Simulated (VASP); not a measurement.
# TiO2 in VASP: notebook, part 2 of 2

VASP 6.6.1.

**4. Electric field gradients, PBE (equal xy, yz and zx shear strains of +2 %)**

Contents of INCAR:

```
PREC     = Accurate       # precision mode
ENCUT    = 520            # plane-wave cutoff, eV
EDIFF    = 1E-8           # SCF threshold, eV
ISMEAR   = -1             # smearing method
SIGMA    = 0.05           # smearing width, eV
LREAL    = F              # projectors in reciprocal space
LASPH    = T              # aspherical terms in the spheres
NELM     = 60             # most SCF steps
ALGO     = Normal         # electronic algorithm
ISIF     = 2              # what is computed and relaxed
LWAVE    = F              # write WAVECAR
LCHARG   = F              # write CHGCAR
GGA      = PE             # functional
LEFG     = T            
NBANDS   = 33             # bands
```

Contents of KPOINTS:

```
regular mesh
0
Gamma
  7 7 10
```

Contents of POSCAR:

```
TiO2
1.0
    4.5940000000      0.0459400000      0.0459400000
    0.0459400000      4.5940000000      0.0459400000
    0.0295900000      0.0295900000      2.9590000000
Ti O
2 4
Direct
    0.0000000000      0.0000000000      0.0000000000
    0.5000000000      0.5000000000      0.5000000000
    0.3060000000      0.3060000000      0.0000000000
    0.1940000000      0.8060000000      0.5000000000
    0.6940000000      0.6940000000      0.0000000000
    0.8060000000      0.1940000000      0.5000000000
```

Potentials or basis: VASP PAW PBE potentials, release 64 (Ti_sv, O).

Run with:

```sh
cat potpaw_PBE.64/Ti_sv/POTCAR potpaw_PBE.64/O/POTCAR > POTCAR
mpirun -np 1 vasp_std > vasp.out
```

OUTCAR:

```text
PREC = Accurate
   ENCUT = 520
   EDIFF = 1E-8
   ISMEAR = -1
   LREAL = F
   LASPH = T
   NELM = 60
   ISIF = 2
   GGA = PE

 ion  position               nearest neighbor table
   1  0.000  0.000  0.000-   4 1.94   6 1.94   4 1.94   6 1.94   5 2.01   3 2.01
   2  0.500  0.500  0.500-   3 1.92   5 1.92   6 1.97   4 1.97   3 1.98   5 1.98
   3  0.306  0.306  0.000-   2 1.92   2 1.98   1 2.01
   4  0.194  0.806  0.500-   1 1.94   1 1.94   2 1.97
   5  0.694  0.694  0.000-   2 1.92   2 1.98   1 2.01
   6  0.806  0.194  0.500-   1 1.94   1 1.94   2 1.97

  LATTYP: Found a base centered monoclinic cell.
 ALAT       =     6.5625093022
 B/A-ratio  =     0.9801019455
 C/A-ratio  =     0.4509396862
 COS(beta)  =    -0.0281386778

  Lattice vectors:

 A1 = (  -4.5940000000,  -0.0459400000,  -0.0459400000)
 A2 = (  -0.0459400000,  -4.5940000000,  -0.0459400000)
 A3 = (   0.0295900000,   0.0295900000,   2.9590000000)

Analysis of symmetry for initial positions (statically):
=====================================================================
 Subroutine PRICEL returns:
 Original cell was already a primitive cell.

 Routine SETGRP: Setting up the symmetry group for a
 base centered monoclinic supercell.

 Subroutine GETGRP returns: Found  4 space group operations
 (whereof  4 operations were pure point group operations)
 out of a pool of  4 trial point group operations.

The static configuration has the point symmetry C_2h.

Analysis of symmetry for dynamics (positions and initial velocities):
=====================================================================
[... 1045 lines left out ...]
  Total        2.5523604      2.5523604      2.3765322     -1.7374601     -1.1249519     -1.1249522
  in kB       65.5020778     65.5020778     60.9897406    -44.5890192    -28.8700150    -28.8700247
  external PRESSURE =      63.9979654 kB  Pullay stress =       0.0000000 kB

 VOLUME and BASIS-vectors are now :
 -----------------------------------------------------------------------------
  energy-cutoff  :      520.00
  volume of cell :       62.43
      direct lattice vectors                 reciprocal lattice vectors
     4.594000000  0.045940000  0.045940000     0.217718341 -0.002155627 -0.002155627
     0.045940000  4.594000000  0.045940000    -0.002155627  0.217718341 -0.002155627
     0.029590000  0.029590000  2.959000000    -0.003346722 -0.003346722  0.338018945

 POSITION                                       TOTAL-FORCE (eV/Angst)
 -----------------------------------------------------------------------------------
      0.00000      0.00000      0.00000        -0.000000      0.000000      0.000000
      2.33476      2.33476      1.52544        -0.000000      0.000000      0.000000
      1.41982      1.41982      0.02812        -0.218562     -0.218562      0.216504
      0.94306      3.72647      1.52544         0.162017     -0.162017     -0.000000
      3.22012      3.22012      0.06376         0.218562      0.218562     -0.216504
      3.72647      0.94306      1.52544        -0.162017      0.162017     -0.000000
 -----------------------------------------------------------------------------------
    total drift:                               -0.000000      0.000000      0.000000

  FREE ENERGIE OF THE ION-ELECTRON SYSTEM (eV)
  ---------------------------------------------------
  free  energy   TOTEN  =       -53.5994534937 eV

  energy  without entropy=      -53.5994534934  energy(sigma->0) =      -53.59945349

 Electric field gradients (V/A^2)
---------------------------------------------------------------------
 ion       V_xx      V_yy      V_zz      V_xy      V_xz      V_yz
---------------------------------------------------------------------
   1      16.614    16.614   -33.229    13.303    -3.861    -3.861
   2       9.265     9.265   -18.530    -0.137    16.814    16.814
   3       1.369     1.369    -2.738    23.854     4.777     4.777
   4       0.587     0.587    -1.175   -18.476     1.715     1.715
   5       1.369     1.369    -2.738    23.854     4.777     4.777
   6       0.587     0.587    -1.175   -18.476     1.715     1.715
---------------------------------------------------------------------

 Electric field gradients after diagonalization (V/A^2)
 (convention: |V_zz| > |V_xx| > |V_yy|)
----------------------------------------------------------------------
 ion       V_xx      V_yy      V_zz     asymmetry (V_yy - V_xx)/ V_zz
----------------------------------------------------------------------
   1      30.386     3.311   -33.697       0.803
   2      22.807     9.402   -32.209       0.416
   3     -22.485    -4.285    26.769       0.680
   4     -18.233    -0.830    19.063       0.913
   5     -22.485    -4.285    26.769       0.680
   6     -18.233    -0.830    19.063       0.913
----------------------------------------------------------------------

           NMR quadrupolar parameters

 Cq : quadrupolar parameter    Cq=e*Q*V_zz/h
 eta: asymmetry parameters     (V_yy - V_xx)/ V_zz
 Q  : nuclear electric quadrupole moment in mb (millibarn)
----------------------------------------------------------------------
 ion       Cq(MHz)       eta       Q (mb)
----------------------------------------------------------------------
   1      -0.081       0.803       1.000
   2      -0.078       0.416       1.000
   3       0.065       0.680       1.000
   4       0.046       0.913       1.000
   5       0.065       0.680       1.000
   6       0.046       0.913       1.000
----------------------------------------------------------------------
```

OSZICAR:

```text
N       E                     dE             d eps       ncg     rms          rms(c)
DAV:   1     0.658272595044E+03    0.65827E+03   -0.24254E+04  9505   0.172E+03
DAV:   2     0.275866346212E+02   -0.63069E+03   -0.58289E+03 10290   0.514E+02
DAV:   3    -0.661063268589E+02   -0.93693E+02   -0.91662E+02 12842   0.190E+02
[... 11 lines left out ...]
DAV:  15    -0.535994528126E+02    0.24796E-04   -0.54941E-05 13158   0.818E-02    0.741E-03
DAV:  16    -0.535994532574E+02   -0.44486E-06   -0.91399E-06 14047   0.202E-02    0.262E-03
DAV:  17    -0.535994534781E+02   -0.22064E-06   -0.48135E-07 11534   0.463E-03    0.248E-03
DAV:  18    -0.535994535005E+02   -0.22463E-07   -0.14106E-07 11695   0.344E-03    0.124E-03
DAV:  19    -0.535994534842E+02    0.16377E-07   -0.49019E-08 10882   0.202E-03    0.273E-04
DAV:  20    -0.535994534937E+02   -0.95815E-08   -0.50963E-09  5550   0.496E-04
   1 F= -.53599453E+02 E0= -.53599453E+02  d E =-.325259E-09
```

stdout:

```text
POSCAR found type information on POSCAR TiO
 POSCAR found :  2 types and       6 ions
 scaLAPACK will be used
 LDA part: xc-table for (Slater+PW92), standard interpolation
 POSCAR, INCAR and KPOINTS ok, starting setup
 FFT: planning ... GRIDC
 FFT: planning ... GRID_SOFT
 FFT: planning ... GRID
 WAVECAR not read
 entering main loop
ion   1

ion   2

ion   3

ion   4

ion   5

ion   6
```

Run time: 4.9 min. Hardware: 1 thread of Intel Xeon Platinum 8259CL at 2.50GHz (Skylake/Cascade Lake), shared host; peak memory 0.34 GiB.

What came out:

```
Free energy                             : -53.5995 eV
Pressure                                : 6.4 GPa
Largest force                           : 0.377 eV/Å
Band gap on the k mesh                  : 1.91 eV
Largest electric field gradient by atom : Ti -33.7, -32.2; O +26.8, +19.1 (each value once) V/Å²
```

Forces in eV/Å, atoms in the order of the input:
```
Ti   0.000  0.000  0.000
Ti   0.000  0.000  0.000
O   -0.219 -0.219  0.217
O    0.162 -0.162  0.000
O    0.219  0.219 -0.217
O   -0.162  0.162  0.000
```

Stress tensor (GPa, compression positive):
```
 6.55 -4.46 -2.89
-4.46  6.55 -2.89
-2.89 -2.89  6.10
```

Levels at points of the mesh, in eV from the valence-band top:
```
           k point  band 22  band 23  band 24  band 25  band 26  band 27
(0.00, 0.00, 0.00)    -0.43    -0.38     0.00     1.91     2.24     2.44
(0.00, 0.00, 0.50)    -2.27    -1.49    -1.32     2.90     3.02     3.09
```

Electric field gradients, principal values (V/Å²):
| atom | least | middle | greatest (by size) |
| --- | --- | --- | --- |
| 1 Ti | 3.311 | 30.386 | -33.697 |
| 2 Ti | 9.402 | 22.807 | -32.209 |
| 3 O | -4.285 | -22.485 | 26.769 |
| 4 O | -0.830 | -18.233 | 19.063 |
| 5 O | -4.285 | -22.485 | 26.769 |
| 6 O | -0.830 | -18.233 | 19.063 |

Caveat: the cell differs from its parent crystal (equal xy, yz and zx shear strains of +2 %); the cell stands under pressure; without QUAD_EFG the Cq values of the log hold for a quadrupole moment of 1 mb, not for the nuclei; an odd mesh through Γ misses points on the zone boundary, where band edges can lie.

**5. Overview**

```tsv
cell	gap on the mesh (eV)	pressure (GPa)	largest force (eV/Å)
a = 4.594, b = 4.594, c = 2.929 Å, 6 atoms	1.96	9.2	0.34
a = 4.594, b = 4.594, c = 2.959 Å, angles 90.6°, 6 atoms	1.91	6.2	0.28
a = 4.594, b = 4.594, c = 2.959 Å, angles 88.8°, 6 atoms	1.91	6.4	0.38
```

Alike in all rows: task electric field gradients; level PBE; potentials or basis VASP PAW PBE potentials, release 64 (Ti_sv, O); no spin polarisation; k mesh 7 × 7 × 10; cutoff (eV) 520; smearing fermi-dirac 0.05 eV.

Caveats: the cell stands under pressure; an odd mesh through Γ misses points on the zone boundary, where band edges can lie.

Absolute energies hang on the potentials; compare differences alone.
